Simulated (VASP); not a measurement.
Set up this calculation in VASP 6.6.1, as the native input.

| Property | Result |
| --- | --- |
| Task | single point |
| Functional | LDA |
| Potentials or basis | VASP PAW LDA potentials, release 64 (Y_sv) |
| Cutoff | 520 eV |
| k mesh | 13 × 13 × 13 |
| Occupations | fermi-dirac, width 0.05 eV |
| Spin | no spin polarisation |
| Dipole correction | no |
| Further INCAR settings | ALGO = Normal; EDIFF = 1e-07; NBANDS = 12 |

The structure of Y lies in POSCAR:

```
Y
1.0
   -0.0497000000      2.4601500000      2.4601500000
    2.4601500000     -0.0497000000      2.4601500000
    2.4601500000      2.4601500000     -0.0497000000
Y
1
Direct
    0.0000000000      0.0000000000      0.0000000000
```

This cell differs from its parent crystal: equal xy, yz and zx shear strains of -2 %.

One way to write it, as run:

INCAR

```
ALGO = Normal
EDIFF = 1E-7
ENCUT = 520
ISIF = 2
ISMEAR = -1
LASPH = True
LCHARG = False
LREAL = False
LWAVE = False
NBANDS = 12
NELM = 100
PREC = Accurate
SIGMA = 0.05
```

KPOINTS

```
k-points
0
Gamma
  13 13 13
```

Potentials or basis: VASP PAW LDA potentials, release 64 (Y_sv).

Launch:

```bash
$ cat potpaw_LDA.64/Y_sv/POTCAR > POTCAR
$ mpirun -np 1 vasp_std > vasp.out
```

Results of the run:

```yaml
Pressure: -1.8 GPa
Band_gap_on_the_k_mesh: zero (an odd number of electrons rules out a gap without spin polarisation)
```

Caveat: the cell differs from its parent crystal (equal xy, yz and zx shear strains of -2 %).

Wall time 32 s on 1 thread of Intel(R) Xeon(R) 6975P-C (Granite Rapids), with other jobs on the host, peak memory 0.23 GiB.
